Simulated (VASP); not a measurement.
Wanted: the native input for a VASP 6.6.1 run.

```yaml
Task: single point
Functional: PBE
Potentials_or_basis: VASP PAW PBE potentials, release 64 (Hf_pv, H)
Cutoff: 520 eV
k_mesh: 9 × 9 × 1
Occupations: gaussian, width 0.1 eV
Spin: no spin polarisation
Dipole_correction: yes
Further_INCAR_settings: ALGO = Normal; EDIFF = 1e-06; NBANDS = 24
```

The structure of Hf3H lies in POSCAR:

```
Hf3H
1.0
    3.0697355021      0.0000000000      0.0000000000
   -1.0232451674      2.8941743867      0.0000000000
    0.0000000000      0.0000000000     20.2814081478
Hf H
3 1
Direct
    0.5000000000      0.5000000000      0.1972249644
    0.0000000000      0.0000000000      0.3153436029
    0.5000000000      0.5000000000      0.4329782273
    0.5000000000      0.8333333333      0.5106017734
```

These files were run (other wordings do the same):

INCAR

```
  ALGO = Normal
  DIPOL = 0.5 0.5 0.364
  EDIFF = 1E-6
  ENCUT = 520
  GGA = PE
  IDIPOL = 3
  ISIF = 2
  ISMEAR = 0
  LASPH = T
  LCHARG = F
  LDIPOL = T
  LREAL = F
  LWAVE = F
  NBANDS = 24
  NELM = 80
  PREC = Accurate
  SIGMA = 0.1
```

KPOINTS

```
k-points
0
Gamma
  9 9 1
```

Potentials or basis: VASP PAW PBE potentials, release 64 (Hf_pv, H).

Run with:

```sh
$ cat potpaw_PBE.64/Hf_pv/POTCAR potpaw_PBE.64/H/POTCAR > POTCAR
$ mpirun -np 1 vasp_std > vasp.out
```

Results of the run:

```json
{
  "Largest force": "1.164 eV/Å"
}
```

Wall time 3.2 min on 1 thread of Intel(R) Xeon(R) 6975P-C (Granite Rapids) (shared host), peak memory 0.37 GiB.
